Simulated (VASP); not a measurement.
Write the native input for VASP 6.6.1 that does the following.

```yaml
Task: single point
Functional: PBE
Potentials_or_basis: VASP PAW PBE potentials, release 64 (Al, As)
Cutoff: 400 eV
k_mesh: 8 × 8 × 8
Occupations: gaussian, width 0.02 eV
Spin: no spin polarisation
Dipole_correction: no
k_mesh_for_the_DOS: 12 × 12 × 12
Occupations_for_the_DOS: tetrahedron
Further_INCAR_settings: ALGO = Normal; EDIFF = 1e-06
```

The system is AlAs.

```xyz
2
Lattice="0.0000 2.8638 2.8638 2.8638 0.0000 2.8638 2.8638 2.8638 0.0000" Properties=species:S:1:pos:R:3 pbc="T T T"
Al    0.0000    0.0000    0.0000
As    1.4319    1.4319    1.4319
```

The input as run:

POSCAR

```
AlAs
1.0
    0.0000000000      2.8638066092      2.8638066092
    2.8638066092      0.0000000000      2.8638066092
    2.8638066092      2.8638066092      0.0000000000
Al As
1 1
Direct
    0.0000000000      0.0000000000      0.0000000000
    0.2500000000      0.2500000000      0.2500000000
```

INCAR.step1

```
PREC     = Accurate       # precision mode
ENCUT    = 400            # plane-wave cutoff, eV
EDIFF    = 1E-6           # SCF threshold, eV
ISMEAR   = 0              # smearing method
SIGMA    = 0.02           # smearing width, eV
LREAL    = F              # projectors in reciprocal space
LASPH    = T              # aspherical terms in the spheres
NELM     = 120            # most SCF steps
ALGO     = Normal         # electronic algorithm
ISIF     = 2              # what is computed and relaxed
LWAVE    = F              # write WAVECAR
LCHARG   = T              # write CHGCAR
GGA      = PE             # functional
NBANDS   = 11             # bands
GGA_COMPAT= F            
NEDOS    = 2001           # points of the DOS
LORBIT   = 11             # projections on sites
```

KPOINTS.step1

```
Automatic mesh
0
Gamma
  8 8 8
```

INCAR.step2

```
PREC     = Accurate       # precision mode
ENCUT    = 400            # plane-wave cutoff, eV
EDIFF    = 1E-6           # SCF threshold, eV
ISMEAR   = -5             # smearing method
SIGMA    = 0.02           # smearing width, eV
LREAL    = F              # projectors in reciprocal space
LASPH    = T              # aspherical terms in the spheres
NELM     = 120            # most SCF steps
ALGO     = Normal         # electronic algorithm
ISIF     = 2              # what is computed and relaxed
LWAVE    = F              # write WAVECAR
LCHARG   = F              # write CHGCAR
GGA      = PE             # functional
LORBIT   = 11             # projections on sites
NEDOS    = 1001           # points of the DOS
ICHARG   = 11             # starting density
GGA_COMPAT= F
```

KPOINTS.step2

```
Automatic mesh
0
Gamma
  12 12 12
```

Potentials or basis: VASP PAW PBE potentials, release 64 (Al, As).

The run is started by

```bash
$ cat potpaw_PBE.64/Al/POTCAR potpaw_PBE.64/As/POTCAR > POTCAR
$ cp INCAR.step1 INCAR
$ cp KPOINTS.step1 KPOINTS
$ mpirun -np 1 vasp_std > vasp.out
$ cp INCAR.step2 INCAR
$ cp KPOINTS.step2 KPOINTS
$ mpirun -np 1 vasp_std > vasp.out
```

It gave:

```json
{
 "Valence electrons inside the program's atomic spheres": "Al 0.76; As 2.88"
}
```

It took 30 s on 1 thread of Intel(R) Xeon(R) Platinum 8375C CPU @ 2.90GHz (Ice Lake), with other jobs on the host, peak memory 0.15 GiB.
